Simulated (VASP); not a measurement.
Hg3Pt:

```
CELL_PARAMETERS angstrom
-2.10218 2.10218 4.63253
2.10218 -2.10218 4.63253
2.10218 2.10218 -4.63253
ATOMIC_POSITIONS crystal
Hg 0.75000 0.25000 0.50000
Hg 0.25000 0.75000 0.50000
Hg 0.50000 0.50000 0.00000
Pt 0.00000 0.00000 0.00000
```

Base run:

| Quantity | Value |
| --- | --- |
| Program | VASP 6.6.1 |
| Functional | PBE |
| Potentials or basis | VASP PAW PBE potentials, release 64 (Hg, Pt) |
| Cutoff | 520 eV |
| k mesh | 6 × 6 × 6 |
| Occupations | gaussian, width 0.1 eV |
| Spin | no spin polarisation |

Its results: band gap on the k mesh zero (bands 23 and 24 overlap by 2.49 eV); pressure -0.1 GPa.

Question: The run is repeated on the same cell with these changes: k mesh from 6 × 6 × 6, through Γ to 4 × 4 × 4, shifted; further incar settings from ALGO = Normal; EDIFF = 1e-06; NBANDS = 31 to ALGO = Normal; EDIFF = 1e-06; NBANDS = 31; ISYM = 0. What comes out?

Answer: Band gap on the k mesh zero (bands 23 and 24 overlap by 1.38 eV); pressure -0.6 GPa.

Caveats: some runs use coarse meshes; spin-orbit coupling is left out, which moves the levels of the heavy elements.
